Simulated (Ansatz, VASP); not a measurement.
One calculation of Si, two programs

Contents of INCAR:

```
  PREC = Accurate
  ENCUT = 520
  EDIFF = 1E-6
  ISMEAR = 0
  SIGMA = 0.15
  LREAL = False
  LASPH = True
  NELM = 100
  ALGO = Fast
  ISIF = 2
  LWAVE = False
  LCHARG = True
  LELF = True
  LVHAR = True
  NBANDS = 11
```

Contents of KPOINTS:

```
Automatic mesh
0
Gamma
  24 24 14
```

Contents of POSCAR:

```
Si
1.0
    2.6510666862      0.0000000000      0.0000000000
   -1.3255333431      2.2958910974      0.0000000000
    0.0000000000      0.0000000000      4.5417424135
Si
2
Direct
    0.3578517660      0.6666666667      0.2500000000
    0.6421482340      0.3333333333      0.7500000000
```

Input for Ansatz:

```yaml
crystal:
  lattice:
    - [2.6510666862, 0.0, 0.0]
    - [-1.3255333431, 2.2958910974, 0.0]
    - [0.0, 0.0, 4.5417424135]
  atoms:
    - { symbol: Si, position: [0.357851766, 0.6666666667, 0.25] }
    - { symbol: Si, position: [0.642148234, 0.3333333333, 0.75] }
basis:
  ecutwfc: 420
kpoints:
  mp_grid: { grid: [24, 24, 14] }
hamiltonian:
  xc: lda
scf:
  occupations: { method: gaussian, width: 0.15 }
output:
  forces: true
  stress: true
  eigenvalues: true
```

Change from the starting cell: mode 1 (-109.2 1/cm) frozen in, largest displacement +0.065 Å.

Alike in both runs: task single point; functional LDA; k mesh 24 × 24 × 14; occupations gaussian, width 0.15 eV; no spin polarisation.

```csv
,VASP,Ansatz
version,VASP 6.6.1,Ansatz 0.2.0
potentials or method,"VASP PAW LDA potentials, release 64 (Si), cutoff 520 eV","scalar-relativistic, plane waves, PAW"
valence electrons in the cell,8,8
```

```tsv
	VASP	Ansatz	Ansatz less VASP
gap on the k mesh at the Fermi level (eV)	none	none	-
pressure (GPa)	0.1	0.0	-0.07
traceless stress, the component that is largest in VASP (GPa)	-0.18	-0.17	+0.006
rms of the force components (eV/Å)	0.046	0.045	-0.0001
```

LDA's correlation is that of Perdew and Zunger in VASP and of Perdew and Wang (1992) in Ansatz. Atom by atom the forces differ by 0.000 eV/Å (rms over components). A gap of «none» marks a metal or a gap that the smearing closes.
